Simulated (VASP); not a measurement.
# Hg (P6_3/mmc) in VASP: further runs, part 2 of 2

VASP 6.6.1. Earlier steps stand in the parts before.

**3. Single point, PBE**

This run uses another cell than the first one, of 25.10 Å³/atom.

The input, INCAR:

```
SYSTEM = Hg
PREC = Accurate
ENCUT = 520
EDIFF = 1E-6
ISMEAR = -1
SIGMA = 0.02
LREAL = .False.
LASPH = .True.
NELM = 100
ALGO = Normal
ISIF = 2
LWAVE = .False.
LCHARG = .False.
GGA = PE
NBANDS = 19
```

The input, KPOINTS:

```
regular mesh
0
Gamma
  12 12 6
  0 0 0
```

The input, POSCAR:

```
Hg
1.0
    3.2354087780      0.0000000000      0.0000000000
   -1.6177043890      2.8019461933      0.0000000000
    0.0000000000      0.0000000000      5.5381944185
Hg
2
Direct
    0.6666666667      0.3333333333      0.7500000000
    0.3333333333      0.6666666667      0.2500000000
```

Potentials or basis: VASP PAW PBE potentials, release 64 (Hg).

Started as:

```console
$ cat potpaw_PBE.64/Hg/POTCAR > POTCAR
$ mpirun -np 1 vasp_std > vasp.out
```

OUTCAR:

```text
SYSTEM = Hg
   PREC = Accurate
   ENCUT = 520
   EDIFF = 1E-6
   ISMEAR = -1
   LREAL = .False.
   LASPH = .True.
   NELM = 100
   ISIF = 2
   GGA = PE

 ion  position               nearest neighbor table
   1  0.667  0.333  0.750-   2 3.34   2 3.34   2 3.34   2 3.34   2 3.34   2 3.34
   2  0.333  0.667  0.250-   1 3.34   1 3.34   1 3.34   1 3.34   1 3.34   1 3.34

  LATTYP: Found a hexagonal cell.
 ALAT       =     3.2354087780
 C/A-ratio  =     1.7117448825

  Lattice vectors:

 A1 = (   3.2354087780,   0.0000000000,   0.0000000000)
 A2 = (  -1.6177043890,   2.8019461933,   0.0000000000)
 A3 = (   0.0000000000,   0.0000000000,   5.5381944185)

Analysis of symmetry for initial positions (statically):
=====================================================================
 Subroutine PRICEL returns:
 Original cell was already a primitive cell.

 Routine SETGRP: Setting up the symmetry group for a
 hexagonal supercell.

 Subroutine GETGRP returns: Found 24 space group operations
 (whereof 12 operations were pure point group operations)
 out of a pool of 24 trial point group operations.

The static configuration has the point symmetry D_3d.
 The point group associated with its full space group is D_6h.

Analysis of symmetry for dynamics (positions and initial velocities):
=====================================================================
 Subroutine PRICEL returns:
 Original cell was already a primitive cell.

 Routine SETGRP: Setting up the symmetry group for a
 hexagonal supercell.

 Subroutine GETGRP returns: Found 24 space group operations
 (whereof 12 operations were pure point group operations)
 out of a pool of 24 trial point group operations.

The dynamic configuration has the point symmetry D_3d.
 The point group associated with its full space group is D_6h.

 Subroutine INISYM returns: Found 24 space group operations
[... 111 lines left out ...]
   EFERMI =   0.00;   METHOD = LEGACY
   ISMEAR =    -1;   SIGMA  =   0.02  broadening in eV -4-tet -1-fermi 0-gaus
   EFERMI_NEDOS =   21; number of points for ismear=-14 and -15
   IALGO  =     38    algorithm
   IMIX   =      4    mixing-type and parameters
     AMIX     =   0.40;   BMIX     =  1.00
     AMIX_MAG =   1.60;   BMIX_MAG =  1.00
  volume/ion in A,a.u.               =      25.10       169.40
  Fermi-wavevector in a.u.,A,eV,Ry     =   1.280048  2.418940 22.293451  1.638522
  Thomas-Fermi vector in A             =   2.412498
   LORBIT       =      0    0 simple, 1 ext, 2 COOP (PROOUT), +10 PAW based schemes
   GGA     = PE    functional components
   LHFCALC =     F    Hartree Fock is set to
   AEXX    =    0.0000 exact exchange contribution
   IVDW    =     0    specifies the selected vdW correction
   LEPSILON=     F    determine dielectric tensor
   LRPA    =     F    only Hartree local field effects (RPA)
 non-spin polarized calculation
  energy-cutoff  :      520.00
  volume of cell :       50.21
 maximum number of plane-waves:      1392
   NGX = 13   NGY = 13   NGZ = 21

 number of electron      23.9999995 magnetization

 Free energy of the ion-electron system (eV)
  ---------------------------------------------------
  ext. energy  EPLUGINS =         0.00000000
  ---------------------------------------------------
  free energy    TOTEN  =        -0.25863295 eV

  energy without entropy =       -0.25731370  energy(sigma->0) =       -0.25797333

 E-fermi :   1.9820     XC(G=0): -10.5165

 val. band max:        1.9800994059   @ k =   0.5000   0.0000   0.5000
 cond. band min:       2.0296154842   @ k =   0.3333   0.1667   0.0000
 fundamental gap:      0.0495160783
 Fermi energy:         1.9819900501

 k-point     1 :       0.0000    0.0000    0.0000
  band No.  band energies     occupation
      1      -6.2861      2.00000
      2      -5.4649      2.00000
      3      -4.6537      2.00000
      4      -4.4943      2.00000
      5      -4.4943      2.00000
      6      -4.3972      2.00000
[... 505 lines left out ...]
      6      -4.2688      2.00000
[... 11 lines left out ...]
     18      14.6910      0.00000
     19      14.7444      0.00000

 [... further k-points ...]

------------------------ aborting loop because EDIFF is reached ----------------------------------------

  FORCE on cell =-STRESS in cart. coord.  units (eV):
  Direction    XX          YY          ZZ          XY          YZ          ZX
  --------------------------------------------------------------------------------------
  -------------------------------------------------------------------------------------
  Total        1.1488700      1.1488700      0.9157759      0.0000000      0.0000000      0.0000000
  in kB       36.6626889     36.6626889     29.2241997      0.0000000      0.0000000      0.0000000
  external PRESSURE =      34.1831925 kB  Pullay stress =       0.0000000 kB

 VOLUME and BASIS-vectors are now :
 -----------------------------------------------------------------------------
  energy-cutoff  :      520.00
  volume of cell :       50.21
      direct lattice vectors                 reciprocal lattice vectors
     3.235408778  0.000000000  0.000000000     0.309079955  0.178447395  0.000000000
    -1.617704389  2.801946193  0.000000000     0.000000000  0.356894791  0.000000000
     0.000000000  0.000000000  5.538194418     0.000000000  0.000000000  0.180564264

 POSITION                                       TOTAL-FORCE (eV/Angst)
 -----------------------------------------------------------------------------------
      1.61770      0.93398      4.15365         0.000000     -0.000000      0.000000
     -0.00000      1.86796      1.38455        -0.000000      0.000000      0.000000
 -----------------------------------------------------------------------------------
    total drift:                               -0.000000      0.000000     -0.000000

  FREE ENERGIE OF THE ION-ELECTRON SYSTEM (eV)
  ---------------------------------------------------
  free  energy   TOTEN  =        -0.2586329534 eV

  energy  without entropy=       -0.2573137018  energy(sigma->0) =       -0.25797333
```

OSZICAR:

```text
N       E                     dE             d eps       ncg     rms          rms(c)
DAV:   1     0.178606572712E+03    0.17861E+03   -0.12502E+04  2888   0.122E+03
DAV:   2     0.393048993959E+01   -0.17468E+03   -0.16704E+03  3035   0.314E+02
DAV:   3    -0.299417859766E+00   -0.42299E+01   -0.42092E+01  3288   0.535E+01
DAV:   4    -0.306305160576E+00   -0.68873E-02   -0.68863E-02  3160   0.212E+00
DAV:   5    -0.306315856578E+00   -0.10696E-04   -0.10696E-04  3203   0.804E-02    0.426E+00
DAV:   6    -0.261236090194E+00    0.45080E-01   -0.10844E-01  3187   0.342E+00    0.321E+00
DAV:   7    -0.258682053053E+00    0.25540E-02   -0.22137E-02  3164   0.132E+00    0.109E+00
DAV:   8    -0.258576528514E+00    0.10552E-03   -0.34411E-03  3095   0.644E-01    0.701E-02
DAV:   9    -0.258600489899E+00   -0.23961E-04   -0.18928E-05  3347   0.428E-02    0.225E-02
DAV:  10    -0.258632988980E+00   -0.32499E-04   -0.33975E-05  3086   0.465E-02    0.531E-03
DAV:  11    -0.258632953398E+00    0.35583E-07   -0.76213E-07  2033   0.841E-03
   1 F= -.25863295E+00 E0= -.25797333E+00  d E =-.131925E-02
```

Run time: 76 s. Hardware: 1 thread of Oxide Virtual Turin-like, shared host; peak memory 0.17 GiB.

Results:

* Free energy: -0.2586 eV
* Pressure: 3.4 GPa
* Band gap on the k mesh: zero (bands 12 and 13 overlap by 1.48 eV)

Stress tensor (GPa, compression positive):
```
3.67 0.00 0.00
0.00 3.67 0.00
0.00 0.00 2.92
```

Caveat: the cell stands under pressure; spin-orbit coupling is left out, which moves the levels of the heavy elements.

**4. Single point, r2SCAN+rVV10**

This run uses another cell than the first one, of 25.10 Å³/atom.

POSCAR is that of step 3.

The input, INCAR.step1:

```
SYSTEM = Hg
PREC = Accurate
ENCUT = 520
ISMEAR = -1
SIGMA = 0.02
LREAL = .FALSE.
LASPH = .TRUE.
NELM = 80
NBANDS = 19
GGA = PE
ALGO = Normal
EDIFF = 1E-4
LWAVE = .TRUE.
LCHARG = .FALSE.
```

The input, INCAR.step2:

```
SYSTEM = Hg
PREC = Accurate
ENCUT = 520
EDIFF = 1E-6
ISMEAR = -1
SIGMA = 0.02
LREAL = .FALSE.
LASPH = .TRUE.
NELM = 80
ALGO = Normal
ISIF = 2
LWAVE = .FALSE.
LCHARG = .FALSE.
METAGGA = R2SCAN
LMIXTAU = .TRUE.
LUSE_VDW = .TRUE.
IVDW_NL = 2
BPARAM = 11.95
CPARAM = 0.0093
NBANDS = 19
ISTART = 1
```

The input, KPOINTS:

```
Automatic mesh
0
G
  12 12 4
  0 0 0
```

Started as:

```console
$ cat potpaw_PBE.64/Hg/POTCAR > POTCAR
$ cp INCAR.step1 INCAR
$ mpirun -np 1 vasp_std > vasp.out
$ cp INCAR.step2 INCAR
$ mpirun -np 1 vasp_std > vasp.out
```

It took 5.3 min on 1 thread of Oxide Virtual Turin-like, shared host; peak memory 0.27 GiB.

Results (log left out):

| Quantity | Value |
| --- | --- |
| Free energy | -98.1002 eV |
| Pressure | 0.7 GPa |
| Band gap on the k mesh | zero (bands 12 and 13 overlap by 1.34 eV) |

Levels at points of the mesh, in eV from the Fermi level:
| k point | band 9 | band 10 | band 11 | band 12 | band 13 | band 14 | band 15 | band 16 |
| --- | --- | --- | --- | --- | --- | --- | --- | --- |
| (0.00, 0.00, 0.00) | -6.38 | -5.88 | -5.88 | -2.00 | -1.10 | 13.49 | 13.49 | 13.53 |
| (0.50, 0.00, 0.00) | -5.72 | -5.66 | -1.97 | -1.63 | 2.58 | 3.02 | 4.41 | 7.39 |
| (0.00, 0.00, 0.50) | -6.07 | -6.07 | -6.07 | -6.07 | 6.09 | 6.09 | 14.46 | 14.46 |
| (0.50, 0.00, 0.50) | -5.68 | -5.68 | -0.88 | -0.88 | 0.11 | 0.11 | 9.55 | 9.55 |

Caveat: the PAW data sets were made with another functional, which shifts forces and pressure a little; spin-orbit coupling is left out, which moves the levels of the heavy elements.

**5. Single point, r2SCAN**

This run uses another cell than the first one, of 25.10 Å³/atom.

POSCAR is that of step 4.

The input, INCAR.step1:

```
PREC = Accurate
ENCUT = 520
ISMEAR = -1
SIGMA = 0.02
LREAL = False
LASPH = True
NELM = 100
NBANDS = 19
GGA = PE
ALGO = Normal
EDIFF = 1E-4
LWAVE = True
LCHARG = False
```

The input, INCAR.step2:

```
PREC = Accurate
ENCUT = 520
EDIFF = 1E-6
ISMEAR = -1
SIGMA = 0.02
LREAL = False
LASPH = True
NELM = 100
ALGO = Normal
ISIF = 2
LWAVE = False
LCHARG = False
METAGGA = R2SCAN
LMIXTAU = True
NBANDS = 19
ISTART = 1
```

The input, KPOINTS:

```
Automatic mesh
0
Gamma
  12 12 6
```

Started as:

```console
$ cat potpaw_PBE.64/Hg/POTCAR > POTCAR
$ cp INCAR.step1 INCAR
$ mpirun -np 1 vasp_std > vasp.out
$ cp INCAR.step2 INCAR
$ mpirun -np 1 vasp_std > vasp.out
```

Wall time 7 min (1 thread of Oxide Virtual Turin-like, shared host); peak memory 0.17 GiB.

The run converged. Its results:

```
Free energy            : -98.6677 eV
Pressure               : 2.4 GPa
Band gap on the k mesh : zero (bands 12 and 13 overlap by 1.30 eV)
```

Stress tensor (GPa, compression positive):
```
2.73 0.00 0.00
0.00 2.73 0.00
0.00 0.00 1.85
```

Levels at points of the mesh, in eV from the Fermi level:
| k point | band 9 | band 10 | band 11 | band 12 | band 13 | band 14 | band 15 | band 16 |
| --- | --- | --- | --- | --- | --- | --- | --- | --- |
| (0.00, 0.00, 0.00) | -6.41 | -5.91 | -5.91 | -2.02 | -1.07 | 13.48 | 13.48 | 13.54 |
| (0.50, 0.00, 0.00) | -5.75 | -5.68 | -1.98 | -1.63 | 2.57 | 3.03 | 4.42 | 7.41 |
| (0.00, 0.00, 0.50) | -6.09 | -6.09 | -6.09 | -6.09 | 6.09 | 6.09 | 14.46 | 14.46 |
| (0.50, 0.00, 0.50) | -5.71 | -5.71 | -0.89 | -0.89 | 0.12 | 0.12 | 9.55 | 9.55 |

Caveat: the PAW data sets were made with another functional, which shifts forces and pressure a little; spin-orbit coupling is left out, which moves the levels of the heavy elements.

**6. Relaxation of cell and atoms, PBE+D3(BJ)**

This run uses another cell than the first one, of 28.48 Å³/atom.

The input, INCAR:

```
PREC = Accurate ; ENCUT = 600
EDIFF = 1E-6 ; ISMEAR = -1
SIGMA = 0.02 ; LREAL = False
LASPH = True ; NELM = 80
ALGO = Normal ; ISIF = 3
LWAVE = False ; LCHARG = False
GGA = PE ; IVDW = 12
IBRION = 2 ; NSW = 80
EDIFFG = -0.005
```

The input, KPOINTS:

```
Automatic mesh
0
Gamma
  12 12 4
```

The input, POSCAR:

```
Hg
1.0
    3.4618096384      0.0000000000      0.0000000000
   -1.7309048192      2.9980150899      0.0000000000
    0.0000000000      0.0000000000      5.4875482800
Hg
2
Direct
    0.6666666700      0.3333333300      0.7500000000
    0.3333333300      0.6666666700      0.2500000000
```

Potentials or basis: VASP PAW PBE potentials, release 64 (Hg).

Started as:

```console
$ cat potpaw_PBE.64/Hg/POTCAR > POTCAR
$ mpirun -np 1 vasp_std > vasp.out
```

Run time: 11 min. Hardware: 1 thread of Oxide Virtual Turin-like, shared host; peak memory 0.2 GiB.

It converged, with:

```yaml
Free_energy: -1.1002 eV
Relaxed_volume: 26.13 Å³/atom
Relaxed_cell: a = 3.313 Å, b = 3.313 Å, c = 5.498 Å, α = 90.00°, β = 90.00°, γ = 120.00°
Space_group_after_relaxing_to_0.1_Å: P6_3/mmc (No. 194)
Energy_gained_by_relaxing: 9.4 meV/atom
Ionic_steps: 12
Pressure_after_relaxing: 0.0 GPa
Band_gap_on_the_k_mesh: zero (bands 12 and 13 overlap by 1.05 eV)
Dispersion_energy_per_atom: -0.401 eV
```

Step by step:
| step | energy change (eV) | largest force (eV/Å) | pressure (GPa) | volume (Å³) |
| --- | --- | --- | --- | --- |
| 1 | 0.0000 | 0.0000 | -0.98 | 56.95 |
| 2 | -0.0082 | 0.0000 | -0.68 | 55.52 |
| 3 | -0.0136 | 0.0000 | -0.23 | 53.93 |
| 4 | -0.0138 | 0.0000 | 0.45 | 50.83 |
| 5 | -0.0155 | 0.0000 | 0.00 | 52.44 |
| 6 | -0.0155 | 0.0000 | 0.19 | 51.92 |
| 7 | -0.0156 | 0.0000 | 0.10 | 52.17 |
| 8 | -0.0173 | 0.0000 | 0.12 | 52.06 |
| 9 | -0.0184 | 0.0000 | 0.15 | 51.90 |
| 10 | -0.0185 | 0.0000 | 0.21 | 51.88 |
| 11 | -0.0187 | 0.0000 | -0.04 | 52.37 |
| 12 | -0.0187 | 0.0000 | 0.00 | 52.26 |

Final structure:
```yaml
crystal:
  lattice:
    - [3.31305, 0.00000, 0.00000]
    - [-1.65652, 2.86918, 0.00000]
    - [0.00000, 0.00000, 5.49803]
  atoms:
    - { symbol: Hg, position: [0.66667, 0.33333, 0.75000] }
    - { symbol: Hg, position: [0.33333, 0.66667, 0.25000] }
```

Levels at points of the mesh, in eV from the Fermi level:
```tsv
k point	band 8	band 9	band 10	band 11	band 12	band 13	band 14	band 15	band 16
(0.00, 0.00, 0.00)	-5.94	-5.94	-5.43	-5.43	-1.58	-0.84	12.32	12.32	13.31
(0.50, 0.00, 0.00)	-5.35	-5.34	-5.27	-1.99	-1.61	2.58	3.12	4.25	7.24
(0.00, 0.00, 0.50)	-5.81	-5.60	-5.60	-5.60	-5.60	6.25	6.25	13.29	13.29
(0.50, 0.00, 0.50)	-5.40	-5.30	-5.30	-0.91	-0.91	0.16	0.16	9.15	9.15
```

Caveat: spin-orbit coupling is left out, which moves the levels of the heavy elements.

**7. Overview**

| task | level | cell | k mesh | cutoff (eV) | gap on the mesh (eV) | pressure (GPa) |
| --- | --- | --- | --- | --- | --- | --- |
| single point | PBE+D3(BJ) | a = 3.249, b = 3.249, c = 5.562 Å, angles 90.0, 90.0, 120.0°, 2 atoms | 12 × 12 × 4 | 520 | none | 0.2 |
| single point | PBE | a = 3.235, b = 3.235, c = 5.538 Å, angles 90.0, 90.0, 120.0°, 2 atoms | 12 × 12 × 6 | 520 | none | 3.4 |
| single point | r2SCAN+rVV10 | a = 3.235, b = 3.235, c = 5.538 Å, angles 90.0, 90.0, 120.0°, 2 atoms | 12 × 12 × 4 | 520 | none | 0.7 |
| single point | r2SCAN | a = 3.235, b = 3.235, c = 5.538 Å, angles 90.0, 90.0, 120.0°, 2 atoms | 12 × 12 × 6 | 520 | none | 2.4 |
| relaxation of cell and atoms | PBE+D3(BJ) | relaxed from a = 3.462, b = 3.462, c = 5.488 Å, angles 90.0, 90.0, 120.0°, 2 atoms | 12 × 12 × 4 | 600 | none | 0.0 |

Alike in all rows: potentials or basis VASP PAW PBE potentials, release 64 (Hg); no spin polarisation; smearing fermi-dirac 0.02 eV.

Caveats: spin-orbit coupling is left out, which moves the levels of the heavy elements; the PAW data sets were made with another functional, which shifts forces and pressure a little (at least some runs); the cell stands under pressure (at least some runs).

Absolute energies hang on the potentials; compare differences alone.
